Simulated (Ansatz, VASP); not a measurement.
Al3Cu: VASP beside Ansatz

```
CELL_PARAMETERS angstrom
3.88912 0.00000 0.00000
0.00000 3.88912 0.00000
0.00000 0.00000 3.88912
ATOMIC_POSITIONS crystal
Al 0.00000 0.50000 0.50000
Al 0.50000 0.00000 0.50000
Al 0.50000 0.50000 0.00000
Cu 0.00000 0.00000 0.00000
```

Alike in both runs: task single point; functional r2SCAN; k mesh 14 × 14 × 14; occupations gaussian, width 0.15 eV; no spin polarisation.

|  | VASP | Ansatz |
| --- | --- | --- |
| version | VASP 6.6.1 | Ansatz 0.2.0 |
| potentials or method | VASP PAW PBE potentials, release 64 (Al, Cu), cutoff 520 eV | scalar-relativistic, plane waves, PAW |
| valence electrons in the cell | 20 | 28 |

```csv
,VASP,Ansatz,Ansatz less VASP
gap on the k mesh at the Fermi level (eV),none,none,-
pressure (GPa),-0.1,0.0,+0.11
```

VASP's potentials were made for PBE, not for r2SCAN. A gap of «none» marks a metal or a gap that the smearing closes. VASP's potentials hold 20 valence electrons a cell and Ansatz's 28, so a difference there can come from the potentials and not from the codes.
